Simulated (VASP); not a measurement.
# NbIn2Se3 (P6/mmm) in VASP: relaxation of cell and atoms with PBE

Aim: the relaxation of cell and atoms of NbIn2Se3 with PBE.

All numbers are computed with VASP 6.6.1; they aren't measurements. Logs are shortened: lines on timing, memory, paths and dates and some standing lists are left out, and cuts for length are marked.

### 1 The cell of the first run

Symmetry: P6/mmm, No. 191, hexagonal system. The conventional cell has a = 7.318 Å, b = 7.318 Å, c = 3.704 Å, α = 90.00°, β = 90.00°, γ = 120.00°. Nb (site symmetry 6/mmm) has 2 Nb at 3.70 Å and 12 Se at 4.10 Å and 6 In at 4.22 Å within 4.9 Å. In (site symmetry -6m2) has 6 Se at 2.81 Å and 2 In at 3.70 Å within 3.8 Å. Within 3.8 Å of Se (site symmetry mmm) lie 4 In at 2.81 Å and 6 Se at 3.66 to 3.70 Å.

The cell was built from a structure type or drawn by symmetry, and may not be a known phase.

### 2 Relaxation of cell and atoms, PBE, collinear spin

Contents of INCAR:

```
SYSTEM = NbIn2Se3
PREC     = Accurate       ! precision mode
ENCUT    = 600            ! plane-wave cutoff, eV
EDIFF    = 1E-7           ! SCF threshold, eV
ISMEAR   = 0              ! smearing method
SIGMA    = 0.1            ! smearing width, eV
LREAL    = .FALSE.        ! projectors in reciprocal space
LASPH    = .TRUE.         ! aspherical terms in the spheres
NELM     = 150            ! most SCF steps
ALGO     = Normal         ! electronic algorithm
ISIF     = 3              ! what is computed and relaxed
LWAVE    = .FALSE.        ! write WAVECAR
LCHARG   = .FALSE.        ! write CHGCAR
ISPIN    = 2              ! spin polarisation
MAGMOM   = 3.59 0 0 0 0 0 ! initial moments
LORBIT   = 11             ! projections on sites
LMAXMIX  = 4              ! l up to which the mixer works
GGA      = PE             ! functional
IBRION   = 2              ! ionic algorithm
NSW      = 90             ! ionic steps
EDIFFG   = -0.04          ! ionic threshold
```

Contents of KPOINTS:

```
Automatic mesh
0
G
  3 3 6
  0 0 0
```

Contents of POSCAR:

```
NbIn2Se3
1.0
    7.3176330497      0.0000000000      0.0000000000
   -3.6588165248      6.3372561166      0.0000000000
    0.0000000000      0.0000000000      3.7043677041
Nb In Se
1 2 3
Direct
    0.0000000000      0.0000000000      0.0000000000
    0.3333333333      0.6666666667      0.0000000000
    0.6666666667      0.3333333333      0.0000000000
    0.5000000000      0.0000000000      0.5000000000
    0.0000000000      0.5000000000      0.5000000000
    0.5000000000      0.5000000000      0.5000000000
```

Potentials or basis: VASP PAW PBE potentials, release 64 (Nb_sv, In_d, Se).

Command:

```sh
$ cat potpaw_PBE.64/Nb_sv/POTCAR potpaw_PBE.64/In_d/POTCAR potpaw_PBE.64/Se/POTCAR > POTCAR
$ mpirun -np 1 vasp_std > vasp.out
```

OUTCAR:

```text
SYSTEM = NbIn2Se3
   PREC = Accurate
   ENCUT = 600
   EDIFF = 1E-7
   ISMEAR = 0
   LREAL = .FALSE.
   LASPH = .TRUE.
   NELM = 150
   ISIF = 3
   ISPIN = 2
   LORBIT = 11
   GGA = PE
   IBRION = 2
   NSW = 90
   EDIFFG = -0.04

 ion  position               nearest neighbor table
   1  0.000  0.000  0.000-
   2  0.333  0.667  0.000-   4 2.81   4 2.81   5 2.81   5 2.81   6 2.81   6 2.81
   3  0.667  0.333  0.000-   4 2.81   4 2.81   5 2.81   5 2.81   6 2.81   6 2.81
   4  0.500  0.000  0.500-   2 2.81   3 2.81   2 2.81   3 2.81
   5  0.000  0.500  0.500-   2 2.81   3 2.81   2 2.81   3 2.81
   6  0.500  0.500  0.500-   2 2.81   3 2.81   2 2.81   3 2.81

  LATTYP: Found a hexagonal cell.
 ALAT       =     7.3176330497
 C/A-ratio  =     0.5062248515

  Lattice vectors:

 A1 = (   7.3176330497,   0.0000000000,   0.0000000000)
 A2 = (  -3.6588165248,   6.3372561166,   0.0000000000)
 A3 = (   0.0000000000,   0.0000000000,   3.7043677041)

Analysis of symmetry for initial positions (statically):
=====================================================================
 Subroutine PRICEL returns:
 Original cell was already a primitive cell.

 Routine SETGRP: Setting up the symmetry group for a
 hexagonal supercell.

 Subroutine GETGRP returns: Found 24 space group operations
 (whereof 24 operations were pure point group operations)
 out of a pool of 24 trial point group operations.

The static configuration has the point symmetry D_6h.

Analysis of symmetry for dynamics (positions and initial velocities):
=====================================================================
 Subroutine PRICEL returns:
 Original cell was already a primitive cell.

 Routine SETGRP: Setting up the symmetry group for a
 hexagonal supercell.

 Subroutine GETGRP returns: Found 24 space group operations
 (whereof 24 operations were pure point group operations)
 out of a pool of 24 trial point group operations.

The dynamic configuration has the point symmetry D_6h.

Analysis of structural, dynamic, and magnetic symmetry:
=====================================================================
 Subroutine PRICEL returns:
 Original cell was already a primitive cell.

 Routine SETGRP: Setting up the symmetry group for a
 hexagonal supercell.

[... 183 lines left out ...]
  free  energy   TOTEN  =       -22.2712058065 eV

  energy  without entropy=      -22.2392953881  energy(sigma->0) =      -22.25525060

--------------------------------------- Ionic step        2  -------------------------------------------

 number of electron      57.0000000 magnetization       3.7066392

 Free energy of the ion-electron system (eV)
  ---------------------------------------------------
  ext. energy  EPLUGINS =         0.00000000
  ---------------------------------------------------
  free energy    TOTEN  =       -22.27504181 eV

  energy without entropy =      -22.24452855  energy(sigma->0) =      -22.25978518

 E-fermi :   4.5333     XC(G=0):  -9.2736

 val. band max:        4.5076391302   @ k =   0.3333   0.0000   0.0000
 cond. band min:       4.5453919180   @ k =   0.3333   0.0000   0.3333
 fundamental gap:      0.0377527878
 Fermi energy:         4.5333184980

 spin component 1

 k-point     1 :       0.0000    0.0000    0.0000
  band No.  band energies     occupation
      1     -51.3760      1.00000
      2     -27.5701      1.00000
      3     -27.5447      1.00000
      4     -27.5447      1.00000
      5     -10.0566      1.00000
      6     -10.0523      1.00000
[... 457 lines left out ...]
     35       7.0222      0.00000
     36       7.6165      0.00000
 Fermi energy:         4.5333184980

 spin component 2

 k-point     1 :       0.0000    0.0000    0.0000
  band No.  band energies     occupation
      1     -49.6294      1.00000
      2     -25.6693      1.00000
      3     -25.4967      1.00000
      4     -25.4967      1.00000
      5     -10.0580      1.00000
      6     -10.0528      1.00000
[... 457 lines left out ...]
     35       8.3919      0.00000
     36       8.5471      0.00000

------------------------ aborting loop because EDIFF is reached ----------------------------------------

  FORCE on cell =-STRESS in cart. coord.  units (eV):
  Direction    XX          YY          ZZ          XY          YZ          ZX
  --------------------------------------------------------------------------------------
  -------------------------------------------------------------------------------------
  Total       -0.0598636     -0.0598636      0.0957017     -0.0000000     -0.0000000      0.0000000
  in kB       -0.5657409     -0.5657409      0.9044295     -0.0000000     -0.0000000      0.0000000
  external PRESSURE =      -0.0756841 kB  Pullay stress =       0.0000000 kB

 VOLUME and BASIS-vectors are now :
 -----------------------------------------------------------------------------
  energy-cutoff  :      600.00
  volume of cell :      169.53
      direct lattice vectors                 reciprocal lattice vectors
     7.282422749 -0.000000000  0.000000000     0.137316939  0.079279972 -0.000000000
    -3.641211374  6.306763101  0.000000000     0.000000000  0.158559943 -0.000000000
     0.000000000  0.000000000  3.691248708    -0.000000000 -0.000000000  0.270911033

 POSITION                                       TOTAL-FORCE (eV/Angst)
 -----------------------------------------------------------------------------------
      0.00000     -0.00000      0.00000         0.000000      0.000000     -0.000000
     -0.00000      4.20451      0.00000        -0.000000     -0.000000      0.000000
      3.64121      2.10225      3.69125        -0.000000      0.000000     -0.000000
      3.64121     -0.00000      1.84562         0.000000      0.000000     -0.000000
     -1.82061      3.15338      1.84562         0.000000      0.000000     -0.000000
      1.82061      3.15338      1.84562         0.000000      0.000000     -0.000000
 -----------------------------------------------------------------------------------
    total drift:                               -0.000000      0.000000      0.000000

  FREE ENERGIE OF THE ION-ELECTRON SYSTEM (eV)
  ---------------------------------------------------
  free  energy   TOTEN  =       -22.2750418124 eV

  energy  without entropy=      -22.2445285479  energy(sigma->0) =      -22.25978518

 reached required accuracy - stopping structural energy minimisation

 total charge

# of ion       s       p       d       tot
------------------------------------------
    1        2.089   5.877   2.606  10.571
    2        0.871   0.526   9.908  11.305
    3        0.871   0.526   9.908  11.305
    4        1.479   2.307   0.027   3.813
    5        1.479   2.307   0.027   3.813
    6        1.479   2.307   0.027   3.813
--------------------------------------------------
tot          8.267  13.851  22.502  44.620

 magnetization (x)

# of ion       s       p       d       tot
------------------------------------------
    1        0.065   0.020   2.486   2.571
    2        0.001   0.005   0.002   0.007
    3        0.001   0.005   0.002   0.007
    4        0.002  -0.050   0.002  -0.046
    5        0.002  -0.050   0.002  -0.046
    6        0.002  -0.050   0.002  -0.046
--------------------------------------------------
tot          0.073  -0.120   2.495   2.447
```

CONTCAR:

```text
NbIn2Se3
   1.00000000000000
     7.2824227486171518   -0.0000000000002778    0.0000000000000000
    -3.6412113742590573    6.3067631013876779    0.0000000000000000
     0.0000000000000000    0.0000000000000000    3.6912487083028305
  Nb              In              Se
     1     2     3
Direct
     0.0000000000000000    0.0000000000000000    0.0000000000000000
     0.3333333332999970    0.6666666667000030    0.0000000000000000
     0.6666666667000030    0.3333333332999970    1.0000000000000000
     0.5000000000000000    0.0000000000000000    0.5000000000000000
     0.0000000000000000    0.5000000000000000    0.5000000000000000
     0.5000000000000000    0.5000000000000000    0.5000000000000000

  0.00000000E+00  0.00000000E+00  0.00000000E+00
  0.00000000E+00  0.00000000E+00  0.00000000E+00
  0.00000000E+00  0.00000000E+00  0.00000000E+00
  0.00000000E+00  0.00000000E+00  0.00000000E+00
  0.00000000E+00  0.00000000E+00  0.00000000E+00
  0.00000000E+00  0.00000000E+00  0.00000000E+00
```

It took 14 min on 1 thread of Oxide Virtual Turin-like, shared host; peak memory 0.46 GiB.

What came out:

- Free energy: -22.2750 eV
- Relaxed volume: 28.26 Å³/atom
- Relaxed cell: a = 7.282 Å, b = 7.282 Å, c = 3.691 Å, α = 90.00°, β = 90.00°, γ = 120.00°
- Space group after relaxing (to 0.1 Å): P6/mmm (No. 191)
- Energy gained by relaxing: 0.6 meV/atom
- Ionic steps: 2
- Pressure after relaxing: 0.0 GPa
- Net moment: 3.71 μB per cell
- Site moments: Nb +2.57; In +0.01; Se -0.05 μB
- Valence electrons inside the program's atomic spheres: Nb 10.57; In 11.30; Se 3.81

Step by step:
```csv
step,energy change (eV),largest force (eV/Å),pressure (GPa),volume (Å³)
1,0.0000,0.0000,-0.51,171.79
2,-0.0038,0.0000,-0.01,169.53
```

Final structure:
```cif
data_structure
_symmetry_space_group_name_H-M 'P 1'
_symmetry_Int_Tables_number 1
_cell_length_a 7.2824
_cell_length_b 7.2824
_cell_length_c 3.6912
_cell_angle_alpha 90.000
_cell_angle_beta 90.000
_cell_angle_gamma 120.000
_cell_volume 169.53
loop_
_atom_site_label
_atom_site_type_symbol
_atom_site_fract_x
_atom_site_fract_y
_atom_site_fract_z
_atom_site_occupancy
Nb1 Nb 0.00000 0.00000 0.00000 1
In1 In 0.33333 0.66667 0.00000 1
In2 In 0.66667 0.33333 0.00000 1
Se1 Se 0.50000 0.00000 0.50000 1
Se2 Se 0.00000 0.50000 0.50000 1
Se3 Se 0.50000 0.50000 0.50000 1
```

Levels at points of the mesh, in eV from the Fermi level:
Spin up:
```
           k point  band 27  band 28  band 29  band 30  band 31  band 32  band 33  band 34
(0.00, 0.00, 0.00)    -0.61    -0.61    -0.58    -0.48    -0.48     0.19     0.19     3.20
(0.00, 0.00, 0.50)    -0.17    -0.17    -0.13    -0.07     0.12     0.12     1.23     1.23
```
Spin down:
```csv
k point,band 24,band 25,band 26,band 27,band 28,band 29,band 30,band 31
"(0.00, 0.00, 0.00)",-1.14,-0.78,-0.53,-0.50,-0.50,1.43,1.43,1.46
"(0.00, 0.00, 0.50)",-2.60,-0.43,-0.43,-0.27,1.58,1.58,1.73,1.73
```

Caveat: spin-orbit coupling is left out, which moves the levels of the heavy elements.
